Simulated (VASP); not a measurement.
Write the native input for VASP 6.6.1 that does the following.

```
Task                   : single point
Functional             : PBE
Potentials or basis    : VASP PAW PBE potentials, release 64 (Zn, O)
Cutoff                 : 520 eV
k mesh                 : 6 × 6 × 6
Occupations            : gaussian, width 0.1 eV
Spin                   : no spin polarisation
Dipole correction      : no
Further INCAR settings : ALGO = Normal; EDIFF = 1e-06; NBANDS = 26
```

The structure of ZnO lies in POSCAR:

```
ZnO
1.0
   -2.8578850855      2.8578850855      3.4539712180
    2.8578850855     -2.8578850855      3.4539712180
    2.8578850855      2.8578850855     -3.4539712180
Zn O
2 2
Direct
    0.0000000000      0.0000000000      0.0000000000
    0.5000000000      0.5000000000      0.0000000000
    0.2499999894      0.2499999894      0.0000000000
    0.7500000106      0.7500000106      0.0000000000
```

The cell was built from a structure type or drawn by symmetry, and may not be a known phase.

The input as run:

INCAR

```
  PREC = Accurate
  ENCUT = 520
  EDIFF = 1E-6
  ISMEAR = 0
  SIGMA = 0.1
  LREAL = False
  LASPH = True
  NELM = 60
  ALGO = Normal
  ISIF = 2
  LWAVE = False
  LCHARG = False
  GGA = PE
  NBANDS = 26
```

KPOINTS

```
Automatic mesh
0
Gamma
  6 6 6
```

Potentials or basis: VASP PAW PBE potentials, release 64 (Zn, O).

Launch:

```bash
$ cat potpaw_PBE.64/Zn/POTCAR potpaw_PBE.64/O/POTCAR > POTCAR
$ mpirun -np 1 vasp_std > vasp.out
```

It gave:

* Pressure: 0.9 GPa
* Band gap on the k mesh: 1.34 eV

It took 44 s on 1 thread of AMD EPYC 9R45 96-Core Processor (Zen 5) (shared host), peak memory 0.24 GiB.
